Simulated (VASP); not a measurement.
# Ca2AlO2 (P-3m1) in VASP: single point with PBE

Aim: the single point of Ca2AlO2 with PBE.

Everything below comes from runs of VASP 6.6.1. Logs are shortened: lines on timing, memory, paths and dates and some standing lists are left out, and cuts for length are marked.

**1. The cell of the first run**

Symmetry: P-3m1, No. 164, trigonal system. The conventional cell has a = 3.603 Å, b = 3.603 Å, c = 6.397 Å, α = 90.00°, β = 90.00°, γ = 120.00°. Ca (site symmetry 3m) has 4 O at 2.14 to 2.15 Å and 3 Al at 2.79 Å within 2.8 Å. Within 3.7 Å of Al (site symmetry -3m) lie 6 Ca at 2.79 Å and 6 O at 3.17 Å and 6 Al at 3.60 Å. O (site symmetry 3m) has 4 Ca at 2.14 to 2.15 Å and 3 O at 2.63 Å within 2.8 Å.

**2. Single point, PBE**

Input file INCAR:

```
SYSTEM = Ca2AlO2
  PREC = Accurate
  ENCUT = 520
  EDIFF = 1E-7
  ISMEAR = 0
  SIGMA = 0.1
  LREAL = .False.
  LASPH = .True.
  NELM = 100
  ALGO = Normal
  ISIF = 2
  LWAVE = .False.
  LCHARG = .True.
  GGA = PE
  LELF = .True.
  LVHAR = .True.
  NBANDS = 26
```

Input file KPOINTS:

```
Automatic mesh
0
Gamma
  6 6 4
  0 0 0
```

Input file POSCAR:

```
Ca2AlO2
1.0
    3.6032050600      0.0000000000      0.0000000000
   -1.8016025300      3.1204671200      0.0000000000
    0.0000000000      0.0000000000      6.3972778300
Ca Al O
2 1 2
Direct
    0.3333333300      0.6666666700      0.7912040400
    0.6666666700      0.3333333300      0.2087959600
    0.0000000000      0.0000000000      0.5000000000
    0.3333333300      0.6666666700      0.1252419700
    0.6666666700      0.3333333300      0.8747580300
```

Potentials or basis: VASP PAW PBE potentials, release 64 (Ca_sv, Al, O).

Started as:

```bash
$ cat potpaw_PBE.64/Ca_sv/POTCAR potpaw_PBE.64/Al/POTCAR potpaw_PBE.64/O/POTCAR > POTCAR
$ mpirun -np 1 vasp_std > vasp.out
```

OUTCAR:

```text
SYSTEM = Ca2AlO2
   PREC = Accurate
   ENCUT = 520
   EDIFF = 1E-7
   ISMEAR = 0
   LREAL = .False.
   LASPH = .True.
   NELM = 100
   ISIF = 2
   GGA = PE

 ion  position               nearest neighbor table
   1  0.333  0.667  0.791-   4 2.14   5 2.15   5 2.15   5 2.15   3 2.79   3 2.79   3 2.79
   2  0.667  0.333  0.209-   5 2.14   4 2.15   4 2.15   4 2.15   3 2.79   3 2.79   3 2.79
   3  0.000  0.000  0.500-   1 2.79   2 2.79   2 2.79   1 2.79   2 2.79   1 2.79
   4  0.333  0.667  0.125-   1 2.14   2 2.15   2 2.15   2 2.15
   5  0.667  0.333  0.875-   2 2.14   1 2.15   1 2.15   1 2.15

  LATTYP: Found a hexagonal cell.
 ALAT       =     3.6032050600
 C/A-ratio  =     1.7754409542

  Lattice vectors:

 A1 = (   3.6032050600,   0.0000000000,   0.0000000000)
 A2 = (  -1.8016025300,   3.1204671200,   0.0000000000)
 A3 = (   0.0000000000,   0.0000000000,   6.3972778300)

Analysis of symmetry for initial positions (statically):
=====================================================================
 Subroutine PRICEL returns:
 Original cell was already a primitive cell.

 Routine SETGRP: Setting up the symmetry group for a
 hexagonal supercell.

 Subroutine GETGRP returns: Found 12 space group operations
 (whereof 12 operations were pure point group operations)
 out of a pool of 24 trial point group operations.

The static configuration has the point symmetry D_3d.

Analysis of symmetry for dynamics (positions and initial velocities):
=====================================================================
 Subroutine PRICEL returns:
 Original cell was already a primitive cell.

 Routine SETGRP: Setting up the symmetry group for a
 hexagonal supercell.

 Subroutine GETGRP returns: Found 12 space group operations
 (whereof 12 operations were pure point group operations)
 out of a pool of 24 trial point group operations.

The dynamic configuration has the point symmetry D_3d.

 Subroutine INISYM returns: Found 12 space group operations
 (whereof 12 operations are pure point group operations),
 and found     1 'primitive' translations

----------------------------------------------------------------------------------------

                                     Primitive cell

  volume of cell :      71.9290

  direct lattice vectors                    reciprocal lattice vectors
     3.603205060  0.000000000  0.000000000     0.277530694  0.160232421  0.000000000
    -1.801602530  3.120467120  0.000000000     0.000000000  0.320464841  0.000000000
     0.000000000  0.000000000  6.397277830     0.000000000  0.000000000  0.156316488

  length of vectors
     3.603205060  3.603205063  6.397277830     0.320464841  0.320464841  0.156316488

  position of ions in fractional coordinates (direct lattice)
     0.333333330  0.666666670  0.791204040
     0.666666670  0.333333330  0.208795960
     0.000000000  0.000000000  0.500000000
     0.333333330  0.666666670  0.125241970
     0.666666670  0.333333330  0.874758030

  ion indices of the primitive-cell ions
   primitive index   ion index
                 1           1
                 2           2
                 3           3
                 4           4
                 5           5

----------------------------------------------------------------------------------------

 KPOINTS: Automatic mesh

Automatic generation of k-mesh.
 Grid dimensions read from file:
 generate k-points for:    6    6    4

 Generating k-lattice:

  Cartesian coordinates                     Fractional coordinates (reciprocal lattice)
     0.046255116  0.026705403  0.000000000     0.166666667  0.000000000  0.000000000
     0.000000000  0.053410807  0.000000000     0.000000000  0.166666667  0.000000000
     0.000000000  0.000000000  0.039079122     0.000000000  0.000000000  0.250000000

  Length of vectors
     0.053410807  0.053410807  0.039079122

  Shift w.r.t. Gamma in fractional coordinates (k-lattice)
     0.000000000  0.000000000  0.000000000

 Subroutine IBZKPT returns following result:
 ===========================================

 Found     24 irreducible k-points:

 Following reciprocal coordinates:
            Coordinates               Weight
  0.000000  0.000000  0.000000      1.000000
  0.166667 -0.000000  0.000000      6.000000
  0.333333 -0.000000  0.000000      6.000000
  0.500000  0.000000  0.000000      3.000000
  0.166667  0.166667  0.000000      6.000000
  0.333333  0.166667  0.000000     12.000000
[... 16 lines left out ...]
  0.333333  0.166667  0.500000     12.000000
  0.333333  0.333333  0.500000      2.000000
   k-points           NKPTS =     24   k-points in BZ     NKDIM =     24   number of bands    NBANDS=     26
   number of dos      NEDOS =    301   number of ions     NIONS =      5
   total plane-waves  NPLWV =  37632
   dimension x,y,z NGX =    28 NGY =   28 NGZ =   48
   dimension x,y,z NGXF=    56 NGYF=   56 NGZF=   96
   ions per type =               2   1   2
   NGX,Y,Z   is equivalent  to a cutoff of  12.92, 12.92, 12.47 a.u.
   NGXF,Y,Z  is equivalent  to a cutoff of  25.84, 25.84, 24.95 a.u.
 SYSTEM =  Ca2AlO2
   PREC   = accura    normal or accurate (medium, high low for compatibility)
   ISTART =      0    job   : 0-new  1-cont  2-samecut
   ICHARG =      2    charge: 1-file 2-atom 10-const
   ISPIN  =      1    spin polarized calculation?
   LNONCOLLINEAR =      F non collinear calculations
   LSORBIT =      F    spin-orbit coupling
   LASPH  =      T    aspherical Exc in radial PAW
   ENCUT  =  520.0 eV  38.22 Ry    6.18 a.u.   6.70  6.70 11.89*2*pi/ulx,y,z
   NELM   =    100;   NELMIN=  2; NELMDL= -5     # of ELM steps
   EDIFF  = 0.1E-06   stopping-criterion for ELM
   LREAL  =      F    real-space projection
   EDIFFG = 0.1E-05   stopping-criterion for IOM
   NSW    =      0    number of steps for IOM
   IBRION =     -1    ionic relax: 0-MD 1-quasi-New 2-CG
   NFREE  =      0    steps in history (QN), initial steepest desc. (CG)
   ISIF   =      2    stress and relaxation
   ISYM   =      2    0-nonsym 1-usesym 2-fastsym
   POTIM  = 0.5000    time-step for ionic-motion
   TEBEG  =    0.0;   TEEND  =   0.0 temperature during run
   PSTRESS=    0.0 pullay stress
   NELECT =      35.0000    total number of electrons
   NUPDOWN=      -1.0000    fix difference up-down
   EMIN   =  10.00;   EMAX   =-10.00  energy-range for DOS
   EFERMI =   0.00;   METHOD = LEGACY
   ISMEAR =     0;   SIGMA  =   0.10  broadening in eV -4-tet -1-fermi 0-gaus
   EFERMI_NEDOS =   21; number of points for ismear=-14 and -15
   IALGO  =     38    algorithm
   IMIX   =      4    mixing-type and parameters
     AMIX     =   0.40;   BMIX     =  1.00
     AMIX_MAG =   1.60;   BMIX_MAG =  1.00
  volume/ion in A,a.u.               =      14.39        97.08
  Fermi-wavevector in a.u.,A,eV,Ry     =   1.287645  2.433297 22.558873  1.658030
  Thomas-Fermi vector in A             =   2.419647
   LORBIT       =      0    0 simple, 1 ext, 2 COOP (PROOUT), +10 PAW based schemes
   GGA     = PE    functional components
   LHFCALC =     F    Hartree Fock is set to
   AEXX    =    0.0000 exact exchange contribution
   IVDW    =     0    specifies the selected vdW correction
   LEPSILON=     F    determine dielectric tensor
   LRPA    =     F    only Hartree local field effects (RPA)
 non-spin polarized calculation
 Gauss-broadening in eV      SIGMA  =   0.10
  energy-cutoff  :      520.00
  volume of cell :       71.93
 maximum number of plane-waves:      1962
 NGX is ok and might be reduce to    28
   NGX = 13   NGY = 13   NGZ = 23

 number of electron      34.9999994 magnetization

 Free energy of the ion-electron system (eV)
  ---------------------------------------------------
  ext. energy  EPLUGINS =         0.00000000
  ---------------------------------------------------
  free energy    TOTEN  =       -23.34954352 eV

  energy without entropy =      -23.34545446  energy(sigma->0) =      -23.34749899

 E-fermi :   4.5095     XC(G=0): -10.4110

 val. band max:        4.4306300657   @ k =   0.0000   0.3333   0.2500
 cond. band min:       4.6013984341   @ k =   0.3333   0.1667   0.5000
 fundamental gap:      0.1707683684
 Fermi energy:         4.5094837436

 k-point     1 :       0.0000    0.0000    0.0000
  band No.  band energies     occupation
      1     -33.5997      2.00000
      2     -33.5192      2.00000
      3     -15.7470      2.00000
      4     -14.6820      2.00000
      5     -14.6501      2.00000
      6     -14.6501      2.00000
[... 18 lines left out ...]
     25      11.9022      0.00000
     26      11.9022      0.00000

 k-point     2 :       0.1667   -0.0000    0.0000
  band No.  band energies     occupation
      1     -33.5820      2.00000
      2     -33.5111      2.00000
      3     -15.7680      2.00000
      4     -15.0285      2.00000
      5     -14.7381      2.00000
      6     -14.6859      2.00000
[... 18 lines left out ...]
     25      11.3678      0.00000
     26      11.6230      0.00000

 k-point     3 :       0.3333   -0.0000    0.0000
  band No.  band energies     occupation
      1     -33.5438      2.00000
      2     -33.4975      2.00000
      3     -15.8769      2.00000
      4     -15.5688      2.00000
      5     -14.8850      2.00000
      6     -14.7542      2.00000
[... 18 lines left out ...]
     25      11.7784      0.00000
     26      12.0033      0.00000

 k-point     4 :       0.5000    0.0000    0.0000
  band No.  band energies     occupation
      1     -33.5207      2.00000
      2     -33.4945      2.00000
      3     -15.9362      2.00000
      4     -15.8266      2.00000
      5     -14.8615      2.00000
      6     -14.7872      2.00000
[... 18 lines left out ...]
     25      11.6917      0.00000
     26      12.0418      0.00000

 k-point     5 :       0.1667    0.1667    0.0000
  band No.  band energies     occupation
      1     -33.5539      2.00000
      2     -33.5004      2.00000
      3     -15.8362      2.00000
      4     -15.4157      2.00000
      5     -14.8786      2.00000
      6     -14.7509      2.00000
[... 18 lines left out ...]
     25      11.6205      0.00000
     26      12.2110      0.00000

 k-point     6 :       0.3333    0.1667    0.0000
  band No.  band energies     occupation
      1     -33.5209      2.00000
      2     -33.4944      2.00000
      3     -15.9137      2.00000
      4     -15.7609      2.00000
      5     -14.9040      2.00000
      6     -14.8306      2.00000
[... 427 lines left out ...]
 k-point    21 :       0.5000    0.0000    0.5000
  band No.  band energies     occupation
      1     -33.5196      2.00000
      2     -33.4957      2.00000
      3     -15.9641      2.00000
      4     -15.8385      2.00000
      5     -14.8161      2.00000
      6     -14.7778      2.00000
[... 18 lines left out ...]
     25      12.2309      0.00000
     26      12.7284      0.00000

 k-point    22 :       0.1667    0.1667    0.5000
  band No.  band energies     occupation
      1     -33.5511      2.00000
      2     -33.5033      2.00000
      3     -15.8408      2.00000
      4     -15.4431      2.00000
      5     -14.8248      2.00000
      6     -14.7359      2.00000
[... 18 lines left out ...]
     25      11.6587      0.00000
     26      12.3895      0.00000

 k-point    23 :       0.3333    0.1667    0.5000
  band No.  band energies     occupation
      1     -33.5196      2.00000
      2     -33.4957      2.00000
      3     -15.9348      2.00000
      4     -15.7815      2.00000
      5     -14.8790      2.00000
      6     -14.7993      2.00000
[... 18 lines left out ...]
     25      12.1756      0.00000
     26      12.6425      0.00000

 k-point    24 :       0.3333    0.3333    0.5000
  band No.  band energies     occupation
      1     -33.5011      2.00000
      2     -33.5011      2.00000
      3     -15.8871      2.00000
      4     -15.8871      2.00000
      5     -14.9729      2.00000
      6     -14.8381      2.00000
[... 18 lines left out ...]
     25      12.8787      0.00000
     26      12.8787      0.00000

------------------------ aborting loop because EDIFF is reached ----------------------------------------

  FORCE on cell =-STRESS in cart. coord.  units (eV):
  Direction    XX          YY          ZZ          XY          YZ          ZX
  --------------------------------------------------------------------------------------
  -------------------------------------------------------------------------------------
  Total       10.9581156     10.9581156     13.3674598      0.0000000      0.0000000     -0.0000000
  in kB      244.0858799    244.0858804    297.7526725      0.0000000      0.0000000     -0.0000000
  external PRESSURE =     261.9748109 kB  Pullay stress =       0.0000000 kB

 VOLUME and BASIS-vectors are now :
 -----------------------------------------------------------------------------
  energy-cutoff  :      520.00
  volume of cell :       71.93
      direct lattice vectors                 reciprocal lattice vectors
     3.603205060  0.000000000  0.000000000     0.277530694  0.160232421  0.000000000
    -1.801602530  3.120467120  0.000000000     0.000000000  0.320464841  0.000000000
     0.000000000  0.000000000  6.397277830     0.000000000  0.000000000  0.156316488

 POSITION                                       TOTAL-FORCE (eV/Angst)
 -----------------------------------------------------------------------------------
     -0.00000      2.08031      5.06155        -0.000000      0.000000      2.030342
      1.80160      1.04016      1.33573         0.000000      0.000000     -2.030342
      0.00000      0.00000      3.19864         0.000000      0.000000      0.000000
     -0.00000      2.08031      0.80121        -0.000000      0.000000      2.409554
      1.80160      1.04016      5.59607        -0.000000      0.000000     -2.409554
 -----------------------------------------------------------------------------------
    total drift:                                0.000000      0.000000      0.000000

  FREE ENERGIE OF THE ION-ELECTRON SYSTEM (eV)
  ---------------------------------------------------
  free  energy   TOTEN  =       -23.3495435227 eV

  energy  without entropy=      -23.3454544588  energy(sigma->0) =      -23.34749899
```

Run time: 35 s. Hardware: 1 thread of AMD EPYC 9R45 (Zen 5), shared host; peak memory 0.18 GiB.

What came out:

```
Free energy   : -23.3495 eV
Pressure      : 26.2 GPa
Largest force : 2.410 eV/Å
```

Forces in eV/Å, atoms in the order of the input:
```
Ca   0.000  0.000  2.030
Ca   0.000  0.000 -2.030
Al   0.000  0.000  0.000
O    0.000  0.000  2.410
O    0.000  0.000 -2.410
```

Caveat: an odd number of electrons without spin polarisation forces a metal; a magnetic or distorted state may lie lower.
